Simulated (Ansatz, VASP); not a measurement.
## ZrTaS3 in VASP and in Ansatz

```
Zr Ta S
1.0
     4.84206    0.00000    0.00000
     0.00000    4.84206    0.00000
     0.00000    0.00000    4.84206
Zr Ta S
1 1 3
Direct
  0.00000 0.00000 0.00000
  0.50000 0.50000 0.50000
  0.00000 0.50000 0.50000
  0.50000 0.00000 0.50000
  0.50000 0.50000 0.00000
```

Change from the starting cell: species swapped into the CsPbBr3 type (Pm-3m, No. 221).

Alike in both runs: task relaxation of cell and atoms; functional PBE; k mesh 4 × 4 × 4; occupations gaussian, width 0.1 eV; collinear spin.

```csv
,VASP,Ansatz
version,VASP 6.6.1,Ansatz 0.2.0
potentials or method,"VASP PAW PBE potentials, release 64 (Zr_sv, Ta_pv, S), cutoff 600 eV","scalar-relativistic, plane waves, PAW"
valence electrons in the cell,41,43
```

VASP gave:

- gap on the k mesh at the Fermi level, each at its own relaxed structure (eV): none
- net moment per atom (μB): 0.00
- size of the moment on the site where the two differ most (μB): 0.00
- relaxed volume (Å³/atom): 21.03
- relaxed length of the cell vector where the two differ most in proportion (Å): 4.720

Problem. What did Ansatz give for the same quantities?

Solution. gap on the k mesh at the Fermi level, each at its own relaxed structure (eV): none; net moment per atom (μB): 0.43; size of the moment on the site where the two differ most (μB): 1.34; relaxed volume (Å³/atom): 21.36; relaxed length of the cell vector where the two differ most in proportion (Å): 4.745.

The net moments are unlike, so the other rows may belong to different states. Site moments also hang on the region over which each program counts them. A gap of «none» marks a metal or a gap that the smearing closes. VASP's potentials hold 41 valence electrons a cell and Ansatz's 43, so a difference there can come from the potentials and not from the codes.

Neither program's run includes spin-orbit coupling. Noted on VASP's run: too few bands were computed for a metal, which touches its energy and stress.
